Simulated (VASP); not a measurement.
# P: relaxation of cell and atoms with PBE

Crystal: P.

```xyz
4
Lattice="-2.2997 2.2997 3.5585 2.2997 -2.2997 3.5585 2.2997 2.2997 -3.5585" Properties=species:S:1:pos:R:3 pbc="T T T"
P     2.2997    1.1499    0.8896
P     0.0000    1.1499    4.4481
P     1.1499    2.2997   -0.8896
P     1.1499    0.0000    2.6689
```

- Program: VASP 6.6.1
- Task: relaxation of cell and atoms
- Functional: PBE
- Potentials or basis: VASP PAW PBE potentials, release 64 (P)
- Cutoff: 600 eV
- k mesh: 6 × 6 × 6
- Occupations: gaussian, width 0.1 eV
- Spin: no spin polarisation
- Dipole correction: no
- Further INCAR settings: ALGO = Normal; EDIFF = 1e-07; IBRION = 2; EDIFFG = -0.04; NSW = 90; ISIF = 3

* Relaxed volume: 20.53 Å³/atom
* Relaxed cell: a = 5.039 Å, b = 5.039 Å, c = 5.039 Å, α = 125.30°, β = 125.30°, γ = 81.04°
* Space group after relaxing (to 0.05 Å): I4_1/amd (No. 141)
* Energy gained by relaxing: 39.8 meV/atom
* Ionic steps: 8
* Pressure after relaxing: 0.0 GPa
* Band gap on the k mesh: zero (band 10 reaches 6.03 eV, above the bottom of band 11 at 5.01 eV)

Step by step:
```tsv
step	energy change (eV)	largest force (eV/Å)	pressure (GPa)	volume (Å³)
1	0.0000	0.0000	5.45	75.28
2	-0.1103	0.0000	-0.74	82.47
3	-0.1108	0.0000	-0.41	82.01
4	-0.1465	0.0000	-0.66	82.68
5	-0.1556	0.0000	-0.84	83.09
6	-0.1559	0.0000	-0.87	83.17
7	-0.1584	0.0000	0.39	81.64
8	-0.1590	0.0000	0.00	82.10
```

Final structure:
```
CELL_PARAMETERS angstrom
-2.31494 2.31494 3.83011
2.31494 -2.31494 3.83011
2.31494 2.31494 -3.83011
ATOMIC_POSITIONS crystal
P 0.37500 0.62500 0.75000
P 0.87500 0.62500 0.25000
P 0.37500 0.12500 0.75000
P 0.37500 0.62500 0.25000
```

Levels at points of the mesh, in eV from the Fermi level:
| k point | band 7 | band 8 | band 9 | band 10 | band 11 | band 12 | band 13 | band 14 |
| --- | --- | --- | --- | --- | --- | --- | --- | --- |
| (0.00, 0.00, 0.00) | -4.61 | -4.61 | -3.59 | -1.17 | 1.39 | 3.74 | 5.18 | 5.18 |
| (0.50, 0.00, 0.00) | -3.54 | -1.15 | -1.01 | 0.00 | 0.27 | 0.85 | 1.46 | 3.19 |
| (0.50, 0.50, 0.00) | -1.23 | -1.23 | -0.56 | -0.56 | 0.80 | 0.80 | 1.61 | 1.61 |
| (0.50, 0.50, 0.50) | -0.92 | -0.92 | -0.43 | -0.43 | 0.15 | 0.15 | 0.94 | 0.94 |

It took 92 s on 1 thread of Intel(R) Xeon(R) 6975P-C (Granite Rapids) (shared host), peak memory 0.24 GiB.
